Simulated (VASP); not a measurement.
# As10Se12S3 in VASP: a series of runs

The runs below take As10Se12S3 through single point, with PBE+D3(BJ).

All numbers are computed with VASP 6.6.1; they aren't measurements. Logs are shortened: lines on timing, memory, paths and dates and some standing lists are left out, and cuts for length are marked.

## 1. The cell of the first run

The cell holds an amorphous packing of atoms, 25 atoms: a = 8.827 Å, b = 8.964 Å, c = 8.864 Å, α = 87.11°, β = 86.18°, γ = 86.85°.

## 2. Single point, PBE+D3(BJ)

Input file INCAR:

```
PREC = Accurate ; ENCUT = 520
EDIFF = 1E-6 ; ISMEAR = -1
SIGMA = 0.05 ; LREAL = Auto
LASPH = T ; NELM = 100
ALGO = Normal ; ISIF = 2
LWAVE = F ; LCHARG = F
GGA = PE ; IVDW = 12
NBANDS = 88 ; ISYM = 0
```

Input file KPOINTS:

```
Automatic mesh
0
Gamma
  1 1 1
  0.25 0.25 0.25
```

Input file POSCAR:

```
As10Se12S3
1.0
    8.8186510000      0.2405820000      0.2922810000
    0.2405820000      8.9584340000      0.2205530000
    0.2922810000      0.2205530000      8.8565100000
As S Se
10 3 12
Direct
    0.0516930893      0.6401769732      0.6807135249
    0.2642686314      0.9501456073     -0.0103693401
    0.6969755342      0.6813950433      0.5388260808
    0.0997440592      0.9003318455      0.6053055681
    0.5308476711      0.4412392622      0.4671067575
    0.5705728942      0.4655888194      0.1254289074
    0.7824231154      0.5665314898      0.7948389794
    0.8817242526      0.3351366560      0.6355996164
    0.2493569601      0.2356474340      0.8544396099
    0.5969277176      0.1078630602      0.4018799559
    0.5843287730      0.8879542518      0.0858272421
    0.1395007249      0.2826082736      0.6346232868
    0.3299965053      0.6511193364      0.3031343010
    0.9330772943      0.0465825788      0.4173211917
    0.0009842506      0.9262485003      0.9238285100
    0.8255242282      0.4906267521      0.1446244346
    0.7325207218      0.1086237453      0.1657154814
    0.5209614975      0.8601903758      0.8391104718
    0.3341794221      0.6081066239      0.9229227951
    0.3409526804      0.6671579127      0.5550039836
    0.9534444316      0.5347983281      0.4403517788
    0.1729189353      0.9794216854      0.3054698397
    0.1813806855      0.4310572370      0.0476405384
    0.4949312360      0.2504623128      0.7072284443
    0.3723329639      0.2089572319      0.3096889186
```

Potentials or basis: VASP PAW PBE potentials, release 64 (As, S, Se).

Started as:

```sh
$ cat potpaw_PBE.64/As/POTCAR potpaw_PBE.64/S/POTCAR potpaw_PBE.64/Se/POTCAR > POTCAR
$ mpirun -np 1 vasp_std > vasp.out
```

OUTCAR:

```text
PREC = Accurate
   ENCUT = 520
   EDIFF = 1E-6
   ISMEAR = -1
   LREAL = Auto
   LASPH = T
   NELM = 100
   ISIF = 2
   GGA = PE
   IVDW = 12
   ISYM = 0
 IVDW          = 12

 ion  position               nearest neighbor table
   1  0.052  0.640  0.681-   4 2.45  21 2.59   7 2.63  20 2.73
   2  0.264  0.950  0.990-  15 2.46  18 2.66   9 2.77
   3  0.697  0.681  0.539-   7 2.59  21 2.67   5 2.79
   4  0.100  0.900  0.605-   1 2.45  14 2.56  22 2.76
   5  0.531  0.441  0.467-  20 2.67  24 2.68   3 2.79
   6  0.571  0.466  0.125-  16 2.29
   7  0.782  0.567  0.795-   3 2.59   1 2.63   8 2.64
   8  0.882  0.335  0.636-  12 2.30  21 2.50   7 2.64
   9  0.249  0.236  0.854-  12 2.24  24 2.46  23 2.53   2 2.77
  10  0.597  0.108  0.402-  25 2.32  17 2.34
  11  0.584  0.888  0.086-  18 2.32  17 2.58
  12  0.140  0.283  0.635-   9 2.24   8 2.30
  13  0.330  0.651  0.303-  20 2.25
  14  0.933  0.047  0.417-  22 2.34   4 2.56
  15  0.001  0.926  0.924-   2 2.46
  16  0.826  0.491  0.145-   6 2.29
  17  0.733  0.109  0.166-  10 2.34  11 2.58
  18  0.521  0.860  0.839-  11 2.32   2 2.66
  19  0.334  0.608  0.923-  23 2.33
  20  0.341  0.667  0.555-  13 2.25   5 2.67   1 2.73
  21  0.953  0.535  0.440-   8 2.50   1 2.59   3 2.67
  22  0.173  0.979  0.305-  14 2.34   4 2.76  25 2.78
  23  0.181  0.431  0.048-  19 2.33   9 2.53
  24  0.495  0.250  0.707-   9 2.46   5 2.68
  25  0.372  0.209  0.310-  10 2.32  22 2.78

IMPORTANT INFORMATION: All symmetrisations will be switched off!
NOSYMM: (Re-)initialisation of all symmetry stuff for point group C_1.

----------------------------------------------------------------------------------------

                                     Primitive cell

  volume of cell :     698.0000

  direct lattice vectors                    reciprocal lattice vectors
     8.818651000  0.240582000  0.292281000     0.113598598 -0.002960249 -0.003675242
     0.240582000  8.958434000  0.220553000    -0.002960249  0.111772274 -0.002685763
     0.292281000  0.220553000  8.856510000    -0.003675242 -0.002685763  0.113099467

  length of vectors
     8.826772533  8.964377449  8.864075879     0.113696578  0.111843719  0.113191033

  position of ions in fractional coordinates (direct lattice)
     0.051693089  0.640176973  0.680713525
     0.264268631  0.950145607  0.989630660
     0.696975534  0.681395043  0.538826081
     0.099744059  0.900331845  0.605305568
     0.530847671  0.441239262  0.467106757
     0.570572894  0.465588819  0.125428907
[... 17 lines left out ...]
     0.494931236  0.250462313  0.707228444
     0.372332964  0.208957232  0.309688919

  ion indices of the primitive-cell ions
   primitive index   ion index
                 1           1
                 2           2
                 3           3
                 4           4
                 5           5
                 6           6
[... 17 lines left out ...]
                24          24
                25          25

----------------------------------------------------------------------------------------

 KPOINTS: Automatic mesh

Automatic generation of k-mesh.
 Grid dimensions read from file:
 generate k-points for:    1    1    1

 Generating k-lattice:

  Cartesian coordinates                     Fractional coordinates (reciprocal lattice)
     0.113598598 -0.002960249 -0.003675242     1.000000000 -0.000000000 -0.000000000
    -0.002960249  0.111772274 -0.002685763    -0.000000000  1.000000000 -0.000000000
    -0.003675242 -0.002685763  0.113099467     0.000000000  0.000000000  1.000000000

  Length of vectors
     0.113696578  0.111843719  0.113191033

  Shift w.r.t. Gamma in fractional coordinates (k-lattice)
     0.250000000  0.250000000  0.250000000

 Subroutine IBZKPT returns following result:
 ===========================================

 Found      1 irreducible k-points:

 Following reciprocal coordinates:
            Coordinates               Weight
  0.250000  0.250000  0.250000      2.000000
   k-points           NKPTS =      1   k-points in BZ     NKDIM =      1   number of bands    NBANDS=     88
   number of dos      NEDOS =    301   number of ions     NIONS =     25
   total plane-waves  NPLWV = 343000
   dimension x,y,z NGX =    70 NGY =   70 NGZ =   70
   dimension x,y,z NGXF=   140 NGYF=  140 NGZF=  140
   ions per type =              10   3  12
   NGX,Y,Z   is equivalent  to a cutoff of  13.18, 12.98, 13.13 a.u.
   NGXF,Y,Z  is equivalent  to a cutoff of  26.37, 25.96, 26.26 a.u.
 SYSTEM =  unknown system
   PREC   = accura    normal or accurate (medium, high low for compatibility)
   ISTART =      0    job   : 0-new  1-cont  2-samecut
   ICHARG =      2    charge: 1-file 2-atom 10-const
   ISPIN  =      1    spin polarized calculation?
   LNONCOLLINEAR =      F non collinear calculations
   LSORBIT =      F    spin-orbit coupling
   LASPH  =      T    aspherical Exc in radial PAW
   ENCUT  =  520.0 eV  38.22 Ry    6.18 a.u.  16.41 16.67 16.48*2*pi/ulx,y,z
   NELM   =    100;   NELMIN=  2; NELMDL= -5     # of ELM steps
   EDIFF  = 0.1E-05   stopping-criterion for ELM
   LREAL  =      T    real-space projection
   EDIFFG = 0.1E-04   stopping-criterion for IOM
   NSW    =      0    number of steps for IOM
   IBRION =     -1    ionic relax: 0-MD 1-quasi-New 2-CG
   NFREE  =      0    steps in history (QN), initial steepest desc. (CG)
   ISIF   =      2    stress and relaxation
   ISYM   =      0    0-nonsym 1-usesym 2-fastsym
   POTIM  = 0.5000    time-step for ionic-motion
   TEBEG  =    0.0;   TEEND  =   0.0 temperature during run
   PSTRESS=    0.0 pullay stress
   NELECT =     140.0000    total number of electrons
   NUPDOWN=      -1.0000    fix difference up-down
   EMIN   =  10.00;   EMAX   =-10.00  energy-range for DOS
   EFERMI =   0.00;   METHOD = LEGACY
   ISMEAR =    -1;   SIGMA  =   0.05  broadening in eV -4-tet -1-fermi 0-gaus
   EFERMI_NEDOS =   21; number of points for ismear=-14 and -15
   IALGO  =     38    algorithm
   IMIX   =      4    mixing-type and parameters
     AMIX     =   0.40;   BMIX     =  1.00
     AMIX_MAG =   1.60;   BMIX_MAG =  1.00
  volume/ion in A,a.u.               =      27.92       188.41
  Fermi-wavevector in a.u.,A,eV,Ry     =   0.958295  1.810914 12.494618  0.918329
  Thomas-Fermi vector in A             =   2.087389
   LORBIT       =      0    0 simple, 1 ext, 2 COOP (PROOUT), +10 PAW based schemes
   GGA     = PE    functional components
   LHFCALC =     F    Hartree Fock is set to
   AEXX    =    0.0000 exact exchange contribution
   IVDW    =    12    specifies the selected vdW correction
   LEPSILON=     F    determine dielectric tensor
   LRPA    =     F    only Hartree local field effects (RPA)
 non-spin polarized calculation
  energy-cutoff  :      520.00
  volume of cell :      698.00
 maximum number of plane-waves:     18812
 NGX is ok and might be reduce to    70
   NGX = 33   NGY = 33   NGZ = 33

 number of electron     140.0000001 magnetization

 Free energy of the ion-electron system (eV)
  ---------------------------------------------------
  ext. energy  EPLUGINS =         0.00000000
  ---------------------------------------------------
  free energy    TOTEN  =       -95.34846792 eV

  energy without entropy =      -95.33255230  energy(sigma->0) =      -95.34051011

 E-fermi :   2.5786     XC(G=0):  -8.5837

 val. band max:        2.3687756726   @ k =   0.2500   0.2500   0.2500
 cond. band min:       2.7877806366   @ k =   0.2500   0.2500   0.2500
 fundamental gap:      0.4190049639
 Fermi energy:         2.5786410008

 k-point     1 :       0.2500    0.2500    0.2500
  band No.  band energies     occupation
      1     -12.7209      2.00000
      2     -12.4625      2.00000
      3     -12.1930      2.00000
      4     -12.1171      2.00000
      5     -11.8698      2.00000
      6     -11.5010      2.00000
[... 74 lines left out ...]
     81       4.3041      0.00000
     82       4.4718      0.00000
 [bands above 82 left out]

------------------------ aborting loop because EDIFF is reached ----------------------------------------

 Edisp (eV)   -7.41568

 E8    (eV) :    -3.0255

  FORCE on cell =-STRESS in cart. coord.  units (eV):
  Direction    XX          YY          ZZ          XY          YZ          ZX
  --------------------------------------------------------------------------------------
  -------------------------------------------------------------------------------------
  Total      -7.15673    -9.40649   -12.05664    -0.78891    -2.51571     0.46295
  in kB     -16.42744   -21.59151   -27.67462    -1.81085    -5.77452     1.06265
  external pressure =      -21.90 kB  Pullay stress =        0.00 kB

 VOLUME and BASIS-vectors are now :
 -----------------------------------------------------------------------------
  energy-cutoff  :      520.00
  volume of cell :      698.00
      direct lattice vectors                 reciprocal lattice vectors
     8.818651000  0.240582000  0.292281000     0.113598598 -0.002960249 -0.003675242
     0.240582000  8.958434000  0.220553000    -0.002960249  0.111772274 -0.002685763
     0.292281000  0.220553000  8.856510000    -0.003675242 -0.002685763  0.113099467

 POSITION                                       TOTAL-FORCE (eV/Angst)
 -----------------------------------------------------------------------------------
      0.80884      5.89755      6.18505        -0.379775     -0.224786      0.075650
      2.84833      8.79366      9.05147        -0.357265     -0.213642     -0.426320
      6.46780      6.39075      5.12611         0.091741     -1.272898      0.077672
      1.27313      8.22306      5.58862        -0.039206      0.908094      0.907311
      4.92404      4.18355      4.38941         0.001134     -0.012216      0.467890
      5.18036      4.33588      1.38032        -0.271483      0.133933      0.187476
[... 17 lines left out ...]
      4.63159      2.51880      6.46348         0.126030      0.211461      0.348646
      3.42426      2.02981      2.89767        -0.942868      0.031711     -0.547534
 -----------------------------------------------------------------------------------
    total drift:                                0.002120      0.002931      0.037745

  FREE ENERGIE OF THE ION-ELECTRON SYSTEM (eV)
  ---------------------------------------------------
  free  energy   TOTEN  =      -102.7641466645 eV

  energy  without entropy=     -102.7482310379  energy(sigma->0) =     -102.75618885
```

Wall time 2.6 min (1 thread of AMD EPYC 7R13, shared host); peak memory 0.67 GiB.

What came out:

- Free energy: -102.7641 eV
- Pressure: -2.2 GPa
- Largest force: 1.284 eV/Å
- Band gap on the k mesh: 0.42 eV
- Dispersion energy per atom: -0.297 eV

Forces in eV/Å, atoms in the order of the input:
```
As  -0.380 -0.225  0.076
As  -0.357 -0.214 -0.426
As   0.092 -1.273  0.078
As  -0.039  0.908  0.907
As   0.001 -0.012  0.468
As  -0.271  0.134  0.187
As  -0.266 -0.014 -0.529
As  -0.575  0.249 -0.072
As   0.365 -0.206  0.203
As   0.258 -0.258  0.613
S    0.125  0.291 -0.735
S    0.031  0.080  0.232
S    0.357  0.358 -0.091
Se  -0.237 -0.084  0.334
Se   0.692 -0.147 -0.632
Se  -0.469 -0.013  0.004
Se  -0.424 -0.384 -1.003
Se   0.375  0.544  0.806
Se   0.478  0.544  0.420
Se   0.532 -0.492 -0.473
Se  -0.096  0.345  0.558
Se   0.640  0.032 -0.356
Se  -0.015 -0.406 -0.371
Se   0.126  0.211  0.349
Se  -0.943  0.032 -0.548
```

Stress tensor (GPa, compression positive):
```
-1.64 -0.18  0.11
-0.18 -2.16 -0.58
 0.11 -0.58 -2.77
```

Levels at points of the mesh, in eV from the valence-band top:
```tsv
k point	band 68	band 69	band 70	band 71	band 72	band 73
(0.25, 0.25, 0.25)	-0.33	-0.20	0.00	0.42	0.67	0.84
```

Caveat: the k points lie up to 0.71 Å⁻¹ apart.

(Part 1 of 2 ends here.)
